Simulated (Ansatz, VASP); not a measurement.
# One calculation of C, two programs

```
CELL_PARAMETERS angstrom
2.45617 0.00000 0.00000
-1.22809 2.12711 0.00000
0.00000 0.00000 8.52380
ATOMIC_POSITIONS crystal
C 0.26281 0.52563 0.96480
C 0.66667 0.33333 0.00000
```

Alike in both runs: task single point; functional PBE; dispersion D3(BJ); k mesh 24 × 24 × 6; occupations gaussian, width 0.15 eV; no spin polarisation.

|  | VASP | Ansatz |
| --- | --- | --- |
| version | VASP 6.6.1 | Ansatz 0.2.0 |
| potentials or method | VASP PAW PBE potentials, release 64 (C), cutoff 520 eV | scalar-relativistic, plane waves, PAW |
| valence electrons in the cell | 8 | 8 |

Ansatz gave:

- gap on the k mesh at the Fermi level (eV): none
- rms of the force components (eV/Å): 3.971

Question: What did VASP give for the same quantities?

Answer: gap on the k mesh at the Fermi level (eV): none; rms of the force components (eV/Å): 3.972.

Atom by atom the forces differ by 0.000 eV/Å (rms over components). A gap of «none» marks a metal or a gap that the smearing closes.
